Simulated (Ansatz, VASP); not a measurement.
SnO2: VASP beside Ansatz

```
CELL_PARAMETERS angstrom
1.59099 0.91856 4.37077
-1.59099 0.91856 4.37077
0.00000 -1.83711 4.37077
ATOMIC_POSITIONS crystal
Sn 0.50000 0.50000 0.50000
O 0.22874 0.22874 0.22874
O 0.77126 0.77126 0.77126
```

Alike in both runs: task single point; functional PBEsol; k mesh 12 × 12 × 12; occupations gaussian, width 0.05 eV; no spin polarisation.

|  | VASP | Ansatz |
| --- | --- | --- |
| version | VASP 6.6.1 | Ansatz 0.2.0 |
| potentials or method | VASP PAW PBE potentials, release 64 (Sn_d, O), cutoff 520 eV | scalar-relativistic, plane waves, PAW |
| valence electrons in the cell | 26 | 26 |

```csv
,VASP,Ansatz,Ansatz less VASP
gap on the k mesh at the Fermi level (eV),2.46,2.47,+0.006
least direct gap on the mesh (eV),3.13,3.12,-0.005
pressure (GPa),25.4,24.4,-1.08
"traceless stress, the component that is largest in VASP (GPa)",-5.77,-4.93,+0.833
rms of the force components (eV/Å),1.476,1.437,-0.0381
```

VASP's potentials were made for PBE, not for PBEsol, and Ansatz warns of the same on its side. Atom by atom the forces differ by 0.038 eV/Å (rms over components).
